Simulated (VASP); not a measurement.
# Hg (P6_3/mmc) in VASP: a series of runs, part 2 of 2

VASP 6.6.1. Earlier steps stand in the parts before.

### 3 Single point, PBEsol+D3(BJ)

This run uses another cell than the first one, of 24.01 Å³/atom.

INCAR reads:

```
SYSTEM = Hg
ALGO = Fast
EDIFF = 1E-7
ENCUT = 520
GGA = PS
ISIF = 2
ISMEAR = 0
IVDW = 12
LASPH = .True.
LCHARG = .True.
LELF = .True.
LREAL = .False.
LVHAR = .True.
LWAVE = .False.
NBANDS = 19
NELM = 80
PREC = Accurate
SIGMA = 0.15
```

KPOINTS reads:

```
k-points
0
Gamma
  18 18 10
  0 0 0
```

POSCAR reads:

```
Hg
1.0
    3.3118000000      0.0000000000      0.0000000000
   -1.6559000000      2.8681029323      0.0000000000
    0.0000000000      0.0000000000      5.0554047156
Hg
2
Direct
    0.6666666667      0.3333333333      0.7500000000
    0.3333333333      0.6666666667      0.2500000000
```

Potentials or basis: VASP PAW PBE potentials, release 64 (Hg).

On the command line:

```bash
> cat potpaw_PBE.64/Hg/POTCAR > POTCAR
> mpirun -np 1 vasp_std > vasp.out
```

OUTCAR:

```text
SYSTEM = Hg
   EDIFF = 1E-7
   ENCUT = 520
   GGA = PS
   ISIF = 2
   ISMEAR = 0
   IVDW = 12
   LASPH = .True.
   LREAL = .False.
   NELM = 80
   PREC = Accurate
 IVDW          = 12

 ion  position               nearest neighbor table
   1  0.667  0.333  0.750-   2 3.17   2 3.17   2 3.17   2 3.17   2 3.17   2 3.17
   2  0.333  0.667  0.250-   1 3.17   1 3.17   1 3.17   1 3.17   1 3.17   1 3.17

  LATTYP: Found a hexagonal cell.
 ALAT       =     3.3118000000
 C/A-ratio  =     1.5264824916

  Lattice vectors:
[... 721 lines left out ...]

 Edisp (eV)   -0.83021

 E8    (eV) :    -0.5629

  FORCE on cell =-STRESS in cart. coord.  units (eV):
  Direction    XX          YY          ZZ          XY          YZ          ZX
  --------------------------------------------------------------------------------------
  -------------------------------------------------------------------------------------
  Total      -0.87655    -0.87655    -0.85315     0.00000     0.00000     0.00000
  in kB     -29.24636   -29.24636   -28.46568     0.00000     0.00000     0.00000
  external pressure =      -28.99 kB  Pullay stress =        0.00 kB

 VOLUME and BASIS-vectors are now :
 -----------------------------------------------------------------------------
  energy-cutoff  :      520.00
  volume of cell :       48.02
      direct lattice vectors                 reciprocal lattice vectors
     3.311800000  0.000000000  0.000000000     0.301950601  0.174331261  0.000000000
    -1.655900000  2.868102932  0.000000000     0.000000000  0.348662521  0.000000000
     0.000000000  0.000000000  5.055404716     0.000000000  0.000000000  0.197808100

 POSITION                                       TOTAL-FORCE (eV/Angst)
 -----------------------------------------------------------------------------------
      1.65590      0.95603      3.79155        -0.000000      0.000000     -0.000000
     -0.00000      1.91207      1.26385         0.000000     -0.000000      0.000000
 -----------------------------------------------------------------------------------
    total drift:                               -0.000000      0.000000     -0.000000

  FREE ENERGIE OF THE ION-ELECTRON SYSTEM (eV)
  ---------------------------------------------------
  free  energy   TOTEN  =        -1.9225332901 eV

  energy  without entropy=       -1.9148890739  energy(sigma->0) =       -1.91871118
```

OSZICAR:

```text
N       E                     dE             d eps       ncg     rms          rms(c)
DAV:   1     0.181540974702E+03    0.18154E+03   -0.12515E+04  8436   0.123E+03
DAV:   2     0.306951179228E+01   -0.17847E+03   -0.17021E+03  8766   0.318E+02
DAV:   3    -0.118270692201E+01   -0.42522E+01   -0.42387E+01  9601   0.541E+01
DAV:   4    -0.118969584117E+01   -0.69889E-02   -0.69871E-02  9282   0.212E+00
DAV:   5    -0.118970546969E+01   -0.96285E-05   -0.96284E-05  9268   0.773E-02    0.490E+00
RMM:   6    -0.110070859619E+01    0.88997E-01   -0.18536E-01  8475   0.360E+00    0.377E+00
RMM:   7    -0.109303775622E+01    0.76708E-02   -0.27510E-02  8755   0.109E+00    0.157E+00
RMM:   8    -0.109229083025E+01    0.74693E-03   -0.33550E-03  8986   0.710E-01    0.872E-02
RMM:   9    -0.109231158981E+01   -0.20760E-04   -0.15249E-04  9369   0.111E-01    0.404E-02
RMM:  10    -0.109232219590E+01   -0.10606E-04   -0.39814E-05  9163   0.771E-02    0.882E-03
RMM:  11    -0.109232146796E+01    0.72794E-06   -0.37398E-06  9460   0.172E-02    0.171E-03
RMM:  12    -0.109232158459E+01   -0.11663E-06   -0.20217E-07  6423   0.518E-03    0.633E-04
RMM:  13    -0.109232156372E+01    0.20864E-07   -0.12243E-08  5852   0.965E-04
   1 F= -.19225333E+01 E0= -.19187112E+01  d E =-.764422E-02
```

stdout:

```text
POSCAR found type information on POSCAR Hg
 POSCAR found :  1 types and       2 ions
 scaLAPACK will be used
 -----------------------------------------------------------------------------
|                                                                             |
|                                                                             |
|     You enforced a specific xc type in the INCAR file but a different       |
|     I HOPE YOU KNOW WHAT YOU ARE DOING!                                     |
|                                                                             |
 -----------------------------------------------------------------------------

 LDA part: xc-table for (Slater+PW92), standard interpolation
 POSCAR, INCAR and KPOINTS ok, starting setup
 FFT: planning ... GRIDC
 FFT: planning ... GRID_SOFT
 FFT: planning ... GRID
 WAVECAR not read
 entering main loop
```

Wall time 4.6 min (1 thread of Oxide Virtual Turin-like, shared host); peak memory 0.27 GiB.

Results:

| Quantity | Value |
| --- | --- |
| Free energy | -1.9225 eV |
| Pressure | -2.9 GPa |
| Band gap on the k mesh | zero (bands 12 and 13 overlap by 1.02 eV) |
| Dispersion energy per atom | -0.415 eV |

Caveat: the PAW data sets were made with another functional, which shifts forces and pressure a little; spin-orbit coupling is left out, which moves the levels of the heavy elements.

### 4 Single point, PBEsol+D3(BJ)

This run uses another cell than the first one, of 23.93 Å³/atom.

INCAR reads:

```
SYSTEM = Hg
PREC = Accurate ; ENCUT = 520
EDIFF = 1E-6 ; ISMEAR = 0
SIGMA = 0.15 ; LREAL = .False.
LASPH = .True. ; NELM = 100
ALGO = Fast ; ISIF = 2
LWAVE = .False. ; LCHARG = .False.
GGA = PS ; IVDW = 12
NBANDS = 19
```

KPOINTS reads:

```
regular mesh
0
Gamma
  18 18 10
  0 0 0
```

POSCAR reads:

```
Hg
1.0
    3.1935000000      0.0000000000      0.0000000000
   -1.5967500000      2.7656521270      0.0000000000
    0.0000000000      0.0000000000      5.4194000000
Hg
2
Direct
    0.6666666667      0.3333333333      0.7500000000
    0.3333333333      0.6666666667      0.2500000000
```

On the command line:

```bash
> cat potpaw_PBE.64/Hg/POTCAR > POTCAR
> mpirun -np 1 vasp_std > vasp.out
```

Wall time 1.9 min (1 thread of Oxide Virtual Turin-like, shared host); peak memory 0.26 GiB.

The run converged. Its results:

| Quantity | Value |
| --- | --- |
| Free energy | -1.9191 eV |
| Pressure | -3.0 GPa |
| Band gap on the k mesh | zero (bands 12 and 13 overlap by 1.82 eV) |
| Dispersion energy per atom | -0.416 eV |

Stress tensor (GPa, compression positive):
```
-2.84  0.00  0.00
 0.00 -2.84  0.00
 0.00  0.00 -3.23
```

Levels at points of the mesh, in eV from the Fermi level:
| k point | band 10 | band 11 | band 12 | band 13 | band 14 | band 15 |
| --- | --- | --- | --- | --- | --- | --- |
| (0.00, 0.00, 0.00) | -5.65 | -5.65 | -1.83 | -1.56 | 13.20 | 13.20 |
| (0.50, 0.00, 0.00) | -5.43 | -2.02 | -1.91 | 2.58 | 2.80 | 4.09 |
| (0.00, 0.00, 0.50) | -5.85 | -5.85 | -5.85 | 6.02 | 6.02 | 13.72 |
| (0.50, 0.00, 0.50) | -5.45 | -1.03 | -1.03 | -0.15 | -0.15 | 9.40 |

Caveat: the PAW data sets were made with another functional, which shifts forces and pressure a little; spin-orbit coupling is left out, which moves the levels of the heavy elements.

### 5 Summary

| cell | further INCAR settings | gap on the mesh (eV) | pressure (GPa) |
| --- | --- | --- | --- |
| a = 3.233, b = 3.233, c = 5.237 Å, angles 90.0, 90.0, 120.0°, 2 atoms | ALGO = Fast; EDIFF = 1e-06; NBANDS = 19 | none | -2.6 |
| a = 3.312, b = 3.312, c = 5.055 Å, angles 90.0, 90.0, 120.0°, 2 atoms | ALGO = Fast; EDIFF = 1e-07; NBANDS = 19 | none | -2.9 |
| a = 3.193, b = 3.194, c = 5.419 Å, angles 90.0, 90.0, 120.0°, 2 atoms | ALGO = Fast; EDIFF = 1e-06; NBANDS = 19 | none | -3.0 |

Alike in all rows: task single point; level PBEsol+D3(BJ); potentials or basis VASP PAW PBE potentials, release 64 (Hg); no spin polarisation; k mesh 18 × 18 × 10; cutoff (eV) 520; smearing gaussian 0.15 eV.

Caveats: the PAW data sets were made with another functional, which shifts forces and pressure a little; spin-orbit coupling is left out, which moves the levels of the heavy elements.

Absolute energies hang on the potentials; compare differences alone.
